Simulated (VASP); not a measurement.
# TaN (P6_3mc) in VASP: a series of runs, part 2 of 2

VASP 6.6.1.

## (3) Single point, PBEsol+U, collinear spin, ferrimagnetic start

File INCAR:

```
ALGO = Normal
EDIFF = 1E-6
ENCUT = 520
GGA = PS
ISIF = 2
ISMEAR = 0
ISPIN = 2
LASPH = True
LCHARG = False
LDAU = True
LDAUJ = 0 0
LDAUL = 2 -1
LDAUPRINT = 1
LDAUTYPE = 2
LDAUU = 6 0
LMAXMIX = 4
LORBIT = 11
LREAL = False
LWAVE = False
MAGMOM = 0.03 0.03 -0.01 -0.01
NBANDS = 28
NELM = 150
PREC = Accurate
SIGMA = 0.05
```

File KPOINTS:

```
k-points
0
Gamma
  7 7 4
```

File POSCAR:

```
TaN
1.0
    3.0500020400      0.0000000000      0.0000000000
   -1.5250010200      2.6413792500      0.0000000000
    0.0000000000      0.0000000000      4.9400015300
Ta N
2 2
Direct
    0.3333333333      0.6666666667      0.0000000000
    0.6666666667      0.3333333333      0.5000000000
    0.3333333333      0.6666666667      0.3850000000
    0.6666666667      0.3333333333      0.8850000000
```

Potentials or basis: VASP PAW PBE potentials, release 64 (Ta_pv, N).

Command:

```bash
$ cat potpaw_PBE.64/Ta_pv/POTCAR potpaw_PBE.64/N/POTCAR > POTCAR
$ mpirun -np 1 vasp_std > vasp.out
```

It took 71 s on 1 thread of AMD EPYC 7R43 (Zen 3), shared host; peak memory 0.16 GiB.

Results (log left out):

* Free energy: -28.5213 eV
* Pressure: 154.9 GPa
* Largest force: 2.414 eV/Å
* Band gap on the k mesh: zero (filled and empty bands overlap)
* Net moment: 0.00 μB per cell
* Valence electrons inside the program's atomic spheres: Ta 9.66; N 4.08

Forces on the atoms (eV/Å):
```
Ta   0.000  0.000  2.414
Ta   0.000  0.000  2.414
N    0.000  0.000 -2.414
N    0.000  0.000 -2.414
```

Stress tensor (GPa, compression positive):
```
161.26   0.00   0.00
  0.00 161.26   0.00
  0.00   0.00 142.07
```

Levels at points of the mesh, in eV from the Fermi level:
Spin up:
| k point | band 14 | band 15 | band 16 | band 17 | band 18 | band 19 |
| --- | --- | --- | --- | --- | --- | --- |
| (0.00, 0.00, 0.00) | -8.03 | -0.89 | -0.36 | -0.36 | 1.84 | 2.99 |
| (0.00, 0.00, 0.50) | -8.62 | 1.38 | 1.38 | 1.69 | 1.69 | 1.69 |
Spin down:
```
           k point  band 12  band 13  band 14  band 15  band 16  band 17  band 18  band 19  band 20  band 21
(0.00, 0.00, 0.00)    -8.13    -8.03    -8.03    -0.89    -0.36    -0.36     1.84     2.99     2.99     4.12
(0.00, 0.00, 0.50)    -8.62    -8.62    -8.62     1.38     1.38     1.69     1.69     1.69     1.69     6.33
```

Eigenvalues of the final occupation matrices:
```
    site  spin  trace               eigenvalues
site 1 d     1   1.43  0.20 0.20 0.33 0.35 0.35
site 1 d     2   1.43  0.20 0.20 0.33 0.35 0.35
site 2 d     1   1.43  0.20 0.20 0.33 0.35 0.35
site 2 d     2   1.43  0.20 0.20 0.33 0.35 0.35
```

Caveat: the PAW data sets were made with another functional, which shifts forces and pressure a little; spin-orbit coupling is left out, which moves the levels of the heavy elements.

## (4) Single point, PBEsol+U, collinear spin, zero start

File INCAR:

```
ALGO     = Normal         # electronic algorithm
EDIFF    = 1E-7           # SCF threshold, eV
ENCUT    = 520            # plane-wave cutoff, eV
GGA      = PS             # functional
ISIF     = 2              # what is computed and relaxed
ISMEAR   = 0              # smearing method
ISPIN    = 2              # spin polarisation
LASPH    = T              # aspherical terms in the spheres
LCHARG   = F              # write CHGCAR
LDAU     = T              # DFT+U
LDAUJ    = 0 0          
LDAUL    = 2 -1           # shell
LDAUPRINT= 1            
LDAUTYPE = 2            
LDAUU    = 6 0            # U, eV
LMAXMIX  = 4              # l up to which the mixer works
LORBIT   = 11             # projections on sites
LREAL    = F              # projectors in reciprocal space
LWAVE    = F              # write WAVECAR
MAGMOM   = 0 0 0 0        # initial moments
NBANDS   = 28             # bands
NELM     = 150            # most SCF steps
PREC     = Accurate       # precision mode
SIGMA    = 0.05           # smearing width, eV
```

KPOINTS is that of step 3.

POSCAR is that of step 3.

Command:

```bash
$ cat potpaw_PBE.64/Ta_pv/POTCAR potpaw_PBE.64/N/POTCAR > POTCAR
$ mpirun -np 1 vasp_std > vasp.out
```

Run time: 83 s. Hardware: 1 thread of AMD EPYC 7R43 (Zen 3), shared host; peak memory 0.16 GiB.

Results (log left out):

```yaml
Free_energy: -28.5213 eV
Pressure: 154.9 GPa
Largest_force: 2.415 eV/Å
Band_gap_on_the_k_mesh: zero (filled and empty bands overlap)
Net_moment: 0.00 μB per cell
Valence_electrons_inside_the_program's_atomic_spheres: Ta 9.66; N 4.08
```

Forces on the atoms (eV/Å):
```
Ta   0.000  0.000  2.415
Ta   0.000  0.000  2.415
N    0.000  0.000 -2.415
N    0.000  0.000 -2.415
```

Stress tensor (GPa, compression positive):
```
161.25   0.00   0.00
  0.00 161.25   0.00
  0.00   0.00 142.07
```

Levels at points of the mesh, in eV from the Fermi level:
Spin up:
| k point | band 12 | band 13 | band 14 | band 15 | band 16 | band 17 | band 18 | band 19 | band 20 | band 21 |
| --- | --- | --- | --- | --- | --- | --- | --- | --- | --- | --- |
| (0.00, 0.00, 0.00) | -8.13 | -8.03 | -8.03 | -0.89 | -0.36 | -0.36 | 1.84 | 2.99 | 2.99 | 4.12 |
| (0.00, 0.00, 0.50) | -8.62 | -8.62 | -8.62 | 1.38 | 1.38 | 1.69 | 1.69 | 1.69 | 1.69 | 6.33 |
Spin down:
```tsv
k point	band 13	band 14	band 15	band 16	band 17	band 18	band 19	band 20
(0.00, 0.00, 0.00)	-8.03	-8.03	-0.89	-0.36	-0.36	1.84	2.99	2.99
(0.00, 0.00, 0.50)	-8.62	-8.62	1.38	1.38	1.69	1.69	1.69	1.69
```

Eigenvalues of the final occupation matrices:
```csv
site,spin,trace,eigenvalues
site 1 d,1,1.43,0.20 0.20 0.33 0.35 0.35
site 1 d,2,1.43,0.20 0.20 0.33 0.35 0.35
site 2 d,1,1.43,0.20 0.20 0.33 0.35 0.35
site 2 d,2,1.43,0.20 0.20 0.33 0.35 0.35
```

Caveat: the PAW data sets were made with another functional, which shifts forces and pressure a little; spin-orbit coupling is left out, which moves the levels of the heavy elements.

## (5) Single point, PBEsol+U, non-collinear spin, twin_end start

File INCAR:

```
SYSTEM = TaN
PREC = Accurate
ENCUT = 520
EDIFF = 1E-6
ISMEAR = 0
SIGMA = 0.05
LREAL = .False.
LASPH = .True.
NELM = 150
ALGO = Normal
ISIF = 2
LWAVE = .False.
LCHARG = .True.
LNONCOLLINEAR = .True.
MAGMOM = 0.03 0 0.05 0.03 0 0.05 0.01 0 0.02 0.01 0 0.02
LORBIT = 11
LMAXMIX = 4
LDAU = .True.
LDAUTYPE = 2
LDAUL = 2 -1
LDAUU = 6 0
LDAUJ = 0 0
LDAUPRINT = 1
GGA = PS
LVHAR = .True.
NBANDS = 46
```

File KPOINTS:

```
regular mesh
0
Gamma
  7 7 4
  0 0 0
```

POSCAR is that of step 4.

Potentials or basis: VASP PAW PBE potentials, release 64 (Ta_pv, N).

Command:

```bash
$ cat potpaw_PBE.64/Ta_pv/POTCAR potpaw_PBE.64/N/POTCAR > POTCAR
$ mpirun -np 1 vasp_ncl > vasp.out
```

OUTCAR:

```text
SYSTEM = TaN
   PREC = Accurate
   ENCUT = 520
   EDIFF = 1E-6
   ISMEAR = 0
   LREAL = .False.
   LASPH = .True.
   NELM = 150
   ISIF = 2
   LNONCOLLINEAR = .True.
   LORBIT = 11
   GGA = PS

 ion  position               nearest neighbor table
   1  0.333  0.667  0.000-   4 1.85   4 1.85   4 1.85   3 1.90   2 3.03   2 3.03   2 3.03   2 3.03
                             2 3.03   2 3.03
   2  0.667  0.333  0.500-   3 1.85   3 1.85   3 1.85   4 1.90   1 3.03   1 3.03   1 3.03   1 3.03
                             1 3.03   1 3.03
   3  0.333  0.667  0.385-   2 1.85   2 1.85   2 1.85   1 1.90
   4  0.667  0.333  0.885-   1 1.85   1 1.85   1 1.85   2 1.90

  LATTYP: Found a hexagonal cell.
 ALAT       =     3.0500020400
 C/A-ratio  =     1.6196715495

  Lattice vectors:

 A1 = (   3.0500020400,   0.0000000000,   0.0000000000)
 A2 = (  -1.5250010200,   2.6413792500,   0.0000000000)
 A3 = (   0.0000000000,   0.0000000000,   4.9400015300)

[... 1468 lines left out ...]
  free  energy   TOTEN  =       -28.5212734357 eV

  energy  without entropy=      -28.5175981706  energy(sigma->0) =      -28.51943580

 total charge

# of ion       s       p       d       tot
------------------------------------------
    1        0.421   6.443   2.794   9.658
    2        0.421   6.443   2.794   9.658
    3        1.295   2.784   0.000   4.080
    4        1.295   2.784   0.000   4.080
--------------------------------------------------
tot          3.432  18.455   5.587  27.474

 magnetization (x)

# of ion       s       p       d       tot
------------------------------------------
    1       -0.000  -0.000  -0.000  -0.001
    2       -0.000  -0.000  -0.000  -0.001
    3       -0.000   0.000   0.000   0.000
    4       -0.000   0.000   0.000   0.000
--------------------------------------------------
tot         -0.000   0.000  -0.001  -0.001

 magnetization (y)

# of ion       s       p       d       tot
------------------------------------------
    1        0.000   0.000   0.000   0.000
    2        0.000   0.000   0.000   0.000
    3        0.000   0.000   0.000   0.000
    4        0.000   0.000   0.000   0.000
--------------------------------------------------
tot          0.000   0.000   0.000   0.000

 magnetization (z)

# of ion       s       p       d       tot
------------------------------------------
    1       -0.000  -0.000  -0.001  -0.001
    2       -0.000  -0.000  -0.001  -0.001
    3       -0.000   0.000   0.000   0.000
    4       -0.000   0.000   0.000   0.000
--------------------------------------------------
tot         -0.000   0.000  -0.002  -0.002
```

stdout:

```text
POSCAR found type information on POSCAR TaN
 POSCAR found :  2 types and       4 ions
 scaLAPACK will be used
 -----------------------------------------------------------------------------
|                                                                             |
|                                                                             |
|     You enforced a specific xc type in the INCAR file but a different       |
|     I HOPE YOU KNOW WHAT YOU ARE DOING!                                     |
|                                                                             |
 -----------------------------------------------------------------------------

 LDA part: xc-table for (Slater+PW92), standard interpolation
 POSCAR, INCAR and KPOINTS ok, starting setup
 FFT: planning ... GRIDC
 FFT: planning ... GRID_SOFT
 FFT: planning ... GRID
 WAVECAR not read
 entering main loop
```

Run time: 18 min. Hardware: 1 thread of AMD EPYC 7R43 (Zen 3), shared host; peak memory 0.57 GiB.

Results:

| Property | Result |
| --- | --- |
| Free energy | -28.5213 eV |
| Pressure | 154.9 GPa |
| Largest force | 2.415 eV/Å |
| Band gap on the k mesh | zero (band 32 reaches 11.68 eV, above the bottom of band 33 at 8.93 eV) |
| Net moment | 0.00 μB per cell |
| Valence electrons inside the program's atomic spheres | Ta 9.66; N 4.08 |

Forces in eV/Å, atoms in the order of the input:
```
Ta   0.000  0.000  2.415
Ta   0.000  0.000  2.415
N    0.000  0.000 -2.415
N    0.000  0.000 -2.415
```

Stress tensor (GPa, compression positive):
```
161.26   0.00   0.00
  0.00 161.26   0.00
  0.00   0.00 142.08
```

Moments on the atoms (μB; x, y, z):
```
Ta  0.00 0.00 0.00
Ta  0.00 0.00 0.00
N   0.00 0.00 0.00
N   0.00 0.00 0.00
```

Caveat: the PAW data sets were made with another functional, which shifts forces and pressure a little; spin-orbit coupling is left out, which moves the levels of the heavy elements. The state reached can hang on the start; a lower one may exist.

## (6) Overview

```csv
spin,gap on the mesh (eV),pressure (GPa),moment (μB),largest force (eV/Å)
"collinear, ferromagnetic start",none,154.9,0.04,2.42
"collinear, ferrimagnetic start",none,154.9,0.00,2.41
"collinear, zero start",none,154.9,0.00,2.41
"non-collinear, twin_end start",none,154.9,0.00,2.41
```

Alike in all rows: task single point; level PBEsol+U; potentials or basis VASP PAW PBE potentials, release 64 (Ta_pv, N); Ta d U = 6.0 eV; cell as given; k mesh 7 × 7 × 4; cutoff (eV) 520; smearing gaussian 0.05 eV.

Every run on the cell as given and a fine mesh finds a metal.

Caveats: the PAW data sets were made with another functional, which shifts forces and pressure a little; spin-orbit coupling is left out, which moves the levels of the heavy elements.

Total energies depend on the potentials used, so only differences within one code and one set of settings carry meaning.
